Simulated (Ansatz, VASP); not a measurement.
# In: VASP beside Ansatz

```
In
1.0
    -1.64172    1.64172    2.47370
     1.64172   -1.64172    2.47370
     1.64172    1.64172   -2.47370
In
1
Direct
  0.00000 0.00000 0.00000
```

Alike in both runs: task single point; functional PBEsol; k mesh 10 × 10 × 10; occupations fermi-dirac, width 0.05 eV; no spin polarisation.

|  | VASP | Ansatz |
| --- | --- | --- |
| version | VASP 6.6.1 | Ansatz 0.2.0 |
| potentials or method | VASP PAW PBE potentials, release 64 (In_d) | Ansatz PAW |
| plane-wave cutoff (eV) | 520 | 420 |
| valence electrons in the cell | 13 | 13 |

|  | VASP | Ansatz | Ansatz less VASP |
| --- | --- | --- | --- |
| gap on the k mesh at the Fermi level (eV) | none | none | - |
| pressure (GPa) | -1.8 | -1.8 | +0.05 |
| traceless stress, the component that is largest in VASP (GPa) | -1.54 | -1.54 | 0.000 |

VASP's potentials were made for PBE, not for PBEsol. A gap of «none» marks a metal or a gap that the smearing closes.
